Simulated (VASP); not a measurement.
# MnS (F-43m) in VASP: notebook

MnS is run at these levels: PBEsol; tasks: single point.

All numbers are computed with VASP 6.6.1; they aren't measurements. Logs are shortened: lines on timing, memory, paths and dates and some standing lists are left out, and cuts for length are marked.

### Step 1. The cell of the first run

It takes space group F-43m (No. 216, cubic). The conventional cell has a = 5.464 Å, b = 5.464 Å, c = 5.464 Å, α = 90.00°, β = 90.00°, γ = 90.00°. Mn (site symmetry -43m) has 4 S at 2.37 Å within 3.1 Å. S (site symmetry -43m) has 4 Mn at 2.37 Å within 3.1 Å.

### Step 2. Single point, PBEsol, collinear spin, ferromagnetic start (20.40 Å³/atom)

INCAR

```
SYSTEM = MnS
PREC     = Accurate       ! precision mode
ENCUT    = 520            ! plane-wave cutoff, eV
EDIFF    = 1E-7           ! SCF threshold, eV
ISMEAR   = 0              ! smearing method
SIGMA    = 0.15           ! smearing width, eV
LREAL    = .FALSE.        ! projectors in reciprocal space
LASPH    = .TRUE.         ! aspherical terms in the spheres
NELM     = 150            ! most SCF steps
ALGO     = Normal         ! electronic algorithm
ISIF     = 2              ! what is computed and relaxed
LWAVE    = .FALSE.        ! write WAVECAR
LCHARG   = .FALSE.        ! write CHGCAR
ISPIN    = 2              ! spin polarisation
MAGMOM   = 2.625 0        ! initial moments
LORBIT   = 11             ! projections on sites
NUPDOWN  = 2.625          ! fixed moment
LMAXMIX  = 4              ! l up to which the mixer works
GGA      = PS             ! functional
NBANDS   = 20             ! bands
```

KPOINTS

```
Automatic mesh
0
G
  16 16 16
  0 0 0
```

POSCAR

```
MnS
1.0
    0.0000000000      2.7322137930      2.7322137930
    2.7322137930      0.0000000000      2.7322137930
    2.7322137930      2.7322137930      0.0000000000
Mn S
1 1
Direct
    0.0000000000      0.0000000000      0.0000000000
    0.7500000000      0.7500000000      0.7500000000
```

Potentials or basis: VASP PAW PBE potentials, release 64 (Mn_pv, S).

Launch:

```sh
cat potpaw_PBE.64/Mn_pv/POTCAR potpaw_PBE.64/S/POTCAR > POTCAR
mpirun -np 1 vasp_std > vasp.out
```

OUTCAR:

```text
SYSTEM = MnS
   PREC = Accurate
   ENCUT = 520
   EDIFF = 1E-7
   ISMEAR = 0
   LREAL = .FALSE.
   LASPH = .TRUE.
   NELM = 150
   ISIF = 2
   ISPIN = 2
   LORBIT = 11
   NUPDOWN = 2.625
   GGA = PS

 ion  position               nearest neighbor table
   1  0.000  0.000  0.000-   2 2.37   2 2.37   2 2.37   2 2.37
   2  0.750  0.750  0.750-   1 2.37   1 2.37   1 2.37   1 2.37

  LATTYP: Found a face centered cubic cell.
 ALAT       =     5.4644275860

  Lattice vectors:

 A1 = (   0.0000000000,   2.7322137930,   2.7322137930)
 A2 = (   2.7322137930,   0.0000000000,   2.7322137930)
 A3 = (   2.7322137930,   2.7322137930,   0.0000000000)

Analysis of symmetry for initial positions (statically):
=====================================================================
 Subroutine PRICEL returns:
 Original cell was already a primitive cell.

 Routine SETGRP: Setting up the symmetry group for a
 face centered cubic supercell.

 Subroutine GETGRP returns: Found 24 space group operations
 (whereof 24 operations were pure point group operations)
 out of a pool of 48 trial point group operations.

The static configuration has the point symmetry T_d .

Analysis of symmetry for dynamics (positions and initial velocities):
=====================================================================
 Subroutine PRICEL returns:
 Original cell was already a primitive cell.

 Routine SETGRP: Setting up the symmetry group for a
 face centered cubic supercell.

 Subroutine GETGRP returns: Found 24 space group operations
 (whereof 24 operations were pure point group operations)
 out of a pool of 48 trial point group operations.

The dynamic configuration has the point symmetry T_d .

Analysis of structural, dynamic, and magnetic symmetry:
=====================================================================
 Subroutine PRICEL returns:
 Original cell was already a primitive cell.

 Routine SETGRP: Setting up the symmetry group for a
 face centered cubic supercell.

 Subroutine GETGRP returns: Found 24 space group operations
 (whereof 24 operations were pure point group operations)
 out of a pool of 48 trial point group operations.

The overall configuration has the point symmetry T_d .

 Subroutine INISYM returns: Found 24 space group operations
 (whereof 24 operations are pure point group operations),
 and found     1 'primitive' translations

----------------------------------------------------------------------------------------

                                     Primitive cell
[... 114 lines left out ...]
  Thomas-Fermi vector in A             =   2.402082
   LORBIT       =     11    0 simple, 1 ext, 2 COOP (PROOUT), +10 PAW based schemes
   GGA     = PS    functional components
   LHFCALC =     F    Hartree Fock is set to
   AEXX    =    0.0000 exact exchange contribution
   IVDW    =     0    specifies the selected vdW correction
   LEPSILON=     F    determine dielectric tensor
   LRPA    =     F    only Hartree local field effects (RPA)
 spin polarized calculation
 Gauss-broadening in eV      SIGMA  =   0.15
  energy-cutoff  :      520.00
  volume of cell :       40.79
 maximum number of plane-waves:      1121
 NGX is ok and might be reduce to    30
   NGX = 15   NGY = 15   NGZ = 15

 number of electron      19.0000009 magnetization       2.6250002

 Free energy of the ion-electron system (eV)
  ---------------------------------------------------
  ext. energy  EPLUGINS =         0.00000000
  ---------------------------------------------------
  free energy    TOTEN  =       -14.20767703 eV

  energy without entropy =      -14.16258373  energy(sigma->0) =      -14.18513038

 E-fermi :   4.9845     XC(G=0):  -9.9628

 val. band max:        4.9771856358   @ k =  -0.3750   0.4375   0.0625
 cond. band min:       4.2628811742   @ k =  -0.2500   0.1875   0.0625
 fundamental gap:     -0.7143044616
 Fermi energy:         4.2617642814

 spin component 1

 k-point     1 :       0.0000    0.0000    0.0000
  band No.  band energies     occupation
      1     -44.6001      1.00000
      2     -44.6001      1.00000
      3     -44.6001      1.00000
      4      -9.4477      1.00000
      5       0.2455      1.00000
      6       0.2455      1.00000
[... 541 lines left out ...]
     19      17.6091      0.00000
     20      18.4442      0.00000

 [... further k-points ...]

 spin component 2

 k-point     1 :       0.0000    0.0000    0.0000
  band No.  band energies     occupation
      1     -41.8823      1.00000
      2     -41.8822      1.00000
      3     -41.8822      1.00000
      4      -9.4658      1.00000
      5       0.9315      1.00000
      6       0.9315      1.00000
[... 541 lines left out ...]
     19      17.8235      0.00000
     20      18.7893      0.00000

 [... further k-points ...]

------------------------ aborting loop because EDIFF is reached ----------------------------------------

  FORCE on cell =-STRESS in cart. coord.  units (eV):
  Direction    XX          YY          ZZ          XY          YZ          ZX
  --------------------------------------------------------------------------------------
  -------------------------------------------------------------------------------------
  Total       -3.7868481     -3.7868481     -3.7868481     -0.0000000     -0.0000000      0.0000000
  in kB     -148.7354295   -148.7354295   -148.7354295     -0.0000000     -0.0000000      0.0000000
  external PRESSURE =    -148.7354295 kB  Pullay stress =       0.0000000 kB

 VOLUME and BASIS-vectors are now :
 -----------------------------------------------------------------------------
  energy-cutoff  :      520.00
  volume of cell :       40.79
      direct lattice vectors                 reciprocal lattice vectors
     0.000000000  2.732213793  2.732213793    -0.183001785  0.183001785  0.183001785
     2.732213793  0.000000000  2.732213793     0.183001785 -0.183001785  0.183001785
     2.732213793  2.732213793  0.000000000     0.183001785  0.183001785 -0.183001785

 POSITION                                       TOTAL-FORCE (eV/Angst)
 -----------------------------------------------------------------------------------
      0.00000      0.00000      0.00000        -0.000000     -0.000000     -0.000000
      4.09832      4.09832      4.09832         0.000000      0.000000      0.000000
 -----------------------------------------------------------------------------------
    total drift:                                0.000001      0.000001      0.000001

  FREE ENERGIE OF THE ION-ELECTRON SYSTEM (eV)
  ---------------------------------------------------
  free  energy   TOTEN  =       -14.2076770293 eV

  energy  without entropy=      -14.1625837332  energy(sigma->0) =      -14.18513038

 total charge

# of ion       s       p       d       tot
------------------------------------------
    1        0.264   6.202   5.063  11.529
    2        1.316   2.326   0.000   3.642
--------------------------------------------------
tot          1.580   8.528   5.063  15.171

 magnetization (x)

# of ion       s       p       d       tot
------------------------------------------
    1        0.029   0.024   2.560   2.613
    2        0.001  -0.099   0.000  -0.098
--------------------------------------------------
tot          0.030  -0.076   2.560   2.515
```

Run time: 2.5 min. Hardware: 1 thread of AMD EPYC 9R45 (Zen 5), shared host; peak memory 0.28 GiB.

What came out:

```
Free energy                                           : -14.2077 eV
Pressure                                              : -14.9 GPa
Net moment                                            : 2.63 μB per cell
Site moments                                          : Mn +2.61; S -0.10 μB
Valence electrons inside the program's atomic spheres : Mn 11.53; S 3.64
```

Caveat: the cell stands under tension; the PAW data sets were made with another functional, which shifts forces and pressure a little; the total moment is fixed, so each spin has its own Fermi level and the state may be an excited one; a cell with one magnetic atom can't hold antiferromagnetic order, which such compounds often take.

### Step 3. Single point, PBEsol, collinear spin, ferromagnetic start (20.40 Å³/atom)

INCAR

```
SYSTEM = MnS
ALGO = Normal ; EDIFF = 1E-6
ENCUT = 520 ; GGA = PS
ISIF = 2 ; ISMEAR = 0
ISPIN = 2 ; LASPH = .TRUE.
LCHARG = .TRUE. ; LELF = .TRUE.
LMAXMIX = 4 ; LORBIT = 11
LREAL = .FALSE. ; LVHAR = .TRUE.
LWAVE = .FALSE. ; MAGMOM = 3.5 0
NBANDS = 20 ; NELM = 150
NUPDOWN = 3.5 ; PREC = Accurate
SIGMA = 0.15
```

KPOINTS

```
k-points
0
G
  16 16 16
  0 0 0
```

POSCAR is that of step 2.

Potentials or basis: VASP PAW PBE potentials, release 64 (Mn_pv, S).

Launch:

```sh
cat potpaw_PBE.64/Mn_pv/POTCAR potpaw_PBE.64/S/POTCAR > POTCAR
mpirun -np 1 vasp_std > vasp.out
```

It took 2.2 min on 1 thread of AMD EPYC 9R45 (Zen 5), shared host; peak memory 0.28 GiB.

It converged, with:

```yaml
Free_energy: -14.5326 eV
Pressure: -9.3 GPa
Net_moment: 3.50 μB per cell
Site_moments: Mn +3.34; S -0.06 μB
Valence_electrons_inside_the_program's_atomic_spheres: Mn 11.50; S 3.68
```

Caveat: the cell stands under tension; the PAW data sets were made with another functional, which shifts forces and pressure a little; the total moment is fixed, so each spin has its own Fermi level and the state may be an excited one; a cell with one magnetic atom can't hold antiferromagnetic order, which such compounds often take.

### Step 4. Single point, PBEsol, collinear spin, ferromagnetic start (20.40 Å³/atom)

INCAR

```
  PREC = Accurate
  ENCUT = 520
  EDIFF = 1E-7
  ISMEAR = 0
  SIGMA = 0.15
  LREAL = False
  LASPH = True
  NELM = 150
  ALGO = Normal
  ISIF = 2
  LWAVE = False
  LCHARG = True
  ISPIN = 2
  MAGMOM = 1.312 0
  LORBIT = 11
  NUPDOWN = 1.3125
  LMAXMIX = 4
  GGA = PS
  LELF = True
  LVHAR = True
  NBANDS = 20
```

KPOINTS

```
regular mesh
0
Gamma
  16 16 16
```

POSCAR is that of step 3.

Potentials or basis: VASP PAW PBE potentials, release 64 (Mn_pv, S).

Launch:

```sh
cat potpaw_PBE.64/Mn_pv/POTCAR potpaw_PBE.64/S/POTCAR > POTCAR
mpirun -np 1 vasp_std > vasp.out
```

OUTCAR:

```text
PREC = Accurate
   ENCUT = 520
   EDIFF = 1E-7
   ISMEAR = 0
   LREAL = False
   LASPH = True
   NELM = 150
   ISIF = 2
   ISPIN = 2
   LORBIT = 11
   NUPDOWN = 1.3125
   GGA = PS

 ion  position               nearest neighbor table
   1  0.000  0.000  0.000-   2 2.37   2 2.37   2 2.37   2 2.37
   2  0.750  0.750  0.750-   1 2.37   1 2.37   1 2.37   1 2.37

  LATTYP: Found a face centered cubic cell.
 ALAT       =     5.4644275860

  Lattice vectors:

 A1 = (   0.0000000000,   2.7322137930,   2.7322137930)
[... 1319 lines left out ...]
  external PRESSURE =    -207.9020146 kB  Pullay stress =       0.0000000 kB

 VOLUME and BASIS-vectors are now :
 -----------------------------------------------------------------------------
  energy-cutoff  :      520.00
  volume of cell :       40.79
      direct lattice vectors                 reciprocal lattice vectors
     0.000000000  2.732213793  2.732213793    -0.183001785  0.183001785  0.183001785
     2.732213793  0.000000000  2.732213793     0.183001785 -0.183001785  0.183001785
     2.732213793  2.732213793  0.000000000     0.183001785  0.183001785 -0.183001785

 POSITION                                       TOTAL-FORCE (eV/Angst)
 -----------------------------------------------------------------------------------
      0.00000      0.00000      0.00000        -0.000000      0.000000      0.000000
      4.09832      4.09832      4.09832         0.000000     -0.000000     -0.000000
 -----------------------------------------------------------------------------------
    total drift:                                0.000000      0.000000      0.000001

  FREE ENERGIE OF THE ION-ELECTRON SYSTEM (eV)
  ---------------------------------------------------
  free  energy   TOTEN  =       -13.8256190166 eV

  energy  without entropy=      -13.7742445263  energy(sigma->0) =      -13.79993177

 total charge

# of ion       s       p       d       tot
------------------------------------------
    1        0.260   6.185   5.112  11.557
    2        1.314   2.299   0.000   3.613
--------------------------------------------------
tot          1.573   8.485   5.112  15.170

 magnetization (x)

# of ion       s       p       d       tot
------------------------------------------
    1        0.016   0.008   1.341   1.364
    2       -0.001  -0.078   0.000  -0.078
--------------------------------------------------
tot          0.015  -0.070   1.341   1.286
```

OSZICAR:

```text
N       E                     dE             d eps       ncg     rms          rms(c)
DAV:   1     0.151368728923E+03    0.15137E+03   -0.99990E+03 11720   0.939E+02
DAV:   2    -0.727293890476E+01   -0.15864E+03   -0.15092E+03 12184   0.276E+02
DAV:   3    -0.154248554960E+02   -0.81519E+01   -0.80337E+01 13372   0.678E+01
DAV:   4    -0.155335137251E+02   -0.10866E+00   -0.10857E+00 13148   0.812E+00
DAV:   5    -0.155352656779E+02   -0.17520E-02   -0.17519E-02 13272   0.108E+00    0.120E+01
DAV:   6    -0.165168797469E+02   -0.98161E+00   -0.16901E+01 12792   0.439E+01    0.174E+01
DAV:   7    -0.138822235818E+02    0.26347E+01   -0.87853E+00 12768   0.332E+01    0.355E+00
DAV:   8    -0.138256624658E+02    0.56561E-01   -0.19417E-01 13268   0.359E+00    0.143E+00
DAV:   9    -0.138271480891E+02   -0.14856E-02   -0.21311E-02 13316   0.935E-01    0.545E-01
DAV:  10    -0.138256941023E+02    0.14540E-02   -0.31879E-03 13016   0.617E-01    0.138E-01
DAV:  11    -0.138255980122E+02    0.96090E-04   -0.44603E-04 13744   0.158E-01    0.933E-02
DAV:  12    -0.138256160878E+02   -0.18076E-04   -0.84822E-05 13404   0.571E-02    0.597E-02
DAV:  13    -0.138256162201E+02   -0.13225E-06   -0.58355E-06 12940   0.206E-02    0.269E-02
DAV:  14    -0.138256188925E+02   -0.26724E-05   -0.28972E-06 13048   0.144E-02    0.447E-03
DAV:  15    -0.138256190077E+02   -0.11518E-06   -0.31887E-07 13408   0.394E-03    0.306E-03
DAV:  16    -0.138256190166E+02   -0.89358E-08   -0.46481E-08  9556   0.186E-03
   1 F= -.13825619E+02 E0= -.13799932E+02  d E =-.513745E-01  mag=     1.3125
```

It took 2.4 min on 1 thread of AMD EPYC 9R45 (Zen 5), shared host; peak memory 0.28 GiB.

Results:

```
Free energy                                           : -13.8256 eV
Pressure                                              : -20.8 GPa
Net moment                                            : 1.31 μB per cell
Site moments                                          : Mn +1.36; S -0.08 μB
Valence electrons inside the program's atomic spheres : Mn 11.56; S 3.61
```

Caveat: the cell stands under tension; the PAW data sets were made with another functional, which shifts forces and pressure a little; the total moment is fixed, so each spin has its own Fermi level and the state may be an excited one; a cell with one magnetic atom can't hold antiferromagnetic order, which such compounds often take.

### Step 5. Summary

```csv
fixed moment (μB),pressure (GPa),moment (μB)
2.625,-14.9,2.63
3.5,-9.3,3.50
1.3125,-20.8,1.31
```

Alike in all rows: task single point; level PBEsol; potentials or basis VASP PAW PBE potentials, release 64 (Mn_pv, S); spin collinear, ferromagnetic start; cell as given; k mesh 16 × 16 × 16; cutoff (eV) 520; smearing gaussian 0.15 eV.

Caveats: the cell stands under tension; the PAW data sets were made with another functional, which shifts forces and pressure a little; the total moment is fixed, so each spin has its own Fermi level and the state may be an excited one; a cell with one magnetic atom can't hold antiferromagnetic order, which such compounds often take.

Absolute energies hang on the potentials; compare differences alone.
